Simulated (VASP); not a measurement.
## RuF2: single point with r2SCAN+U

The system is RuF2.

```
Ru F
1.0
     1.47662    0.85253    4.46437
    -1.47662    0.85253    4.46437
     0.00000   -1.70505    4.46437
Ru F
1 2
Direct
  0.00000 0.00000 0.00000
  0.25200 0.25200 0.25200
  0.74800 0.74800 0.74800
```

* Program: VASP 6.6.1
* Task: single point
* Functional: r2SCAN
* Potentials or basis: VASP PAW PBE potentials, release 64 (Ru_sv, F)
* Cutoff: 770 eV
* k mesh: 7 × 7 × 7
* Occupations: gaussian, width 0.05 eV
* Spin: collinear spin, ferromagnetic start
* Starting moments: [1.0, 0.0, 0.0] μB
* Hubbard terms: Ru d U = 4.0 eV

| Property | Result |
| --- | --- |
| Pressure | 32.0 GPa |
| Largest force | 1.746 eV/Å |
| Band gap on the k mesh | 3.68 eV (least direct gap 4.06 eV) |
| Net moment | 0.00 μB per cell |
| Valence electrons inside the program's atomic spheres | Ru 13.72; F 6.17 |

Forces in eV/Å, atoms in the order of the input:
```
Ru   0.000  0.000  0.000
F    0.000  0.000 -1.746
F    0.000  0.000  1.746
```

Stress tensor (GPa, compression positive):
```
38.39  0.00  0.00
 0.00 38.39  0.00
 0.00  0.00 19.20
```

Levels at points of the mesh, in eV from the valence-band top:
Spin up:
```csv
k point,band 13,band 14,band 15,band 16,band 17,band 18
"(0.00, 0.00, 0.00)",-1.40,-1.40,-0.38,3.68,4.50,4.50
```
Spin down:
```csv
k point,band 11,band 12,band 13,band 14,band 15,band 16,band 17,band 18,band 19,band 20
"(0.00, 0.00, 0.00)",-5.53,-5.14,-1.40,-1.40,-0.38,3.68,4.50,4.50,9.37,13.90
```

Eigenvalues of the final occupation matrices:
```tsv
site	spin	trace	eigenvalues
site 1 d	1	2.82	0.13 0.13 0.85 0.85 0.86
site 1 d	2	2.82	0.13 0.13 0.85 0.85 0.86
```

Run time: 11 min on 1 thread of Intel(R) Xeon(R) Platinum 8488C (Sapphire Rapids), with other jobs on the host, peak memory 0.51 GiB.

Caveat: the stress differs along the axes, from 19 to 38 GPa; the PAW data sets were made with another functional, which shifts forces and pressure a little. The state reached can hang on the start; a lower one may exist.
